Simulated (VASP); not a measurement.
Input of a VASP 6.6.1 run:

File INCAR:

```
  PREC = Accurate
  ENCUT = 520
  EDIFF = 1E-6
  ISMEAR = 0
  SIGMA = 0.15
  LREAL = False
  LASPH = True
  NELM = 100
  ALGO = Normal
  ISIF = 2
  LWAVE = False
  LCHARG = False
  GGA = PE
  NBANDS = 13
```

KPOINTS

```
regular mesh
0
Gamma
  20 20 20
```

File POSCAR:

```
Mo
1.0
   -1.5223043926      1.5223043926      1.6960495195
    1.5223043926     -1.5223043926      1.6960495195
    1.5223043926      1.5223043926     -1.6960495195
Mo
1
Direct
    0.0000000000      0.0000000000      0.0000000000
```

Potentials or basis: VASP PAW PBE potentials, release 64 (Mo_sv).

The run is started by

```sh
$ cat potpaw_PBE.64/Mo_sv/POTCAR > POTCAR
$ mpirun -np 1 vasp_std > vasp.out
```

Task: Estimate the pressure.

Result: 2.9 GPa.

Task: What does it give for the band gap on the k mesh?

Result: Zero (bands 7 and 8 overlap by 4.74 eV).

Stress tensor (GPa, compression positive):
```
 12.08   0.00   0.00
  0.00  12.08   0.00
  0.00   0.00 -15.36
```

Caveat: the cell differs from its parent crystal (strain +e along x and -e along y +0.0000, strain +e along z and -e/2 along x and y +0.0733); the stress differs along the axes, from -15 to 12 GPa.
